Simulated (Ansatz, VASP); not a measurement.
# NbP: VASP beside Ansatz

The input INCAR:

```
PREC     = Accurate       # precision mode
ENCUT    = 520            # plane-wave cutoff, eV
EDIFF    = 1E-6           # SCF threshold, eV
ISMEAR   = -1             # smearing method
SIGMA    = 0.02           # smearing width, eV
LREAL    = F              # projectors in reciprocal space
LASPH    = T              # aspherical terms in the spheres
NELM     = 100            # most SCF steps
ALGO     = Normal         # electronic algorithm
ISIF     = 2              # what is computed and relaxed
LWAVE    = F              # write WAVECAR
LCHARG   = F              # write CHGCAR
GGA      = PE             # functional
NBANDS   = 26             # bands
```

KPOINTS

```
Automatic mesh
0
Gamma
  8 8 8
```

The input POSCAR:

```
NbP
1.0
   -1.6384403449      1.6384403449      5.6057087716
    1.6384403449     -1.6384403449      5.6057087716
    1.6384403449      1.6384403449     -5.6057087716
Nb P
2 2
Direct
    0.7499687201      0.7499687201      0.0000000000
    0.4999687201      0.9999687201      0.5000000000
    0.3326598549      0.3326598549      0.0000000000
    0.0826598549      0.5826598549      0.5000000000
```

Input for Ansatz:

```yaml
crystal:
  lattice:
    - [-1.6384403449, 1.6384403449, 5.6057087716]
    - [1.6384403449, -1.6384403449, 5.6057087716]
    - [1.6384403449, 1.6384403449, -5.6057087716]
  atoms:
    - { symbol: Nb, position: [0.7499687201, 0.7499687201, 0.0] }
    - { symbol: Nb, position: [0.4999687201, 0.9999687201, 0.5] }
    - { symbol: P, position: [0.3326598549, 0.3326598549, 0.0] }
    - { symbol: P, position: [0.0826598549, 0.5826598549, 0.5] }
kpoints:
  mp_grid: { grid: [8, 8, 8] }
hamiltonian:
  xc: pbe
scf:
  occupations: { method: fermi_dirac, width: 0.02 }
  n_extra_bands: 5
output:
  forces: true
  stress: true
  eigenvalues: true
```

Alike in both runs: task single point; functional PBE; k mesh 8 × 8 × 8; occupations fermi-dirac, width 0.02 eV; no spin polarisation.

```csv
,VASP,Ansatz
version,VASP 6.6.1,Ansatz 0.2.0
potentials or method,"VASP PAW PBE potentials, release 64 (Nb_sv, P)","plane waves, PAW"
plane-wave cutoff (eV),520,420
valence electrons in the cell,36,36
```

Ansatz gave:

```
pressure (GPa)                                                : 13.5
traceless stress, the component that is largest in VASP (GPa) : -1.40
rms of the force components (eV/Å)                            : 0.021
```

Problem. Estimate VASP's values.

Solution. Pressure (GPa): 13.0; traceless stress, the component that is largest in VASP (GPa): -1.37; rms of the force components (eV/Å): 0.020.

Atom by atom the forces differ by 0.001 eV/Å (rms over components).
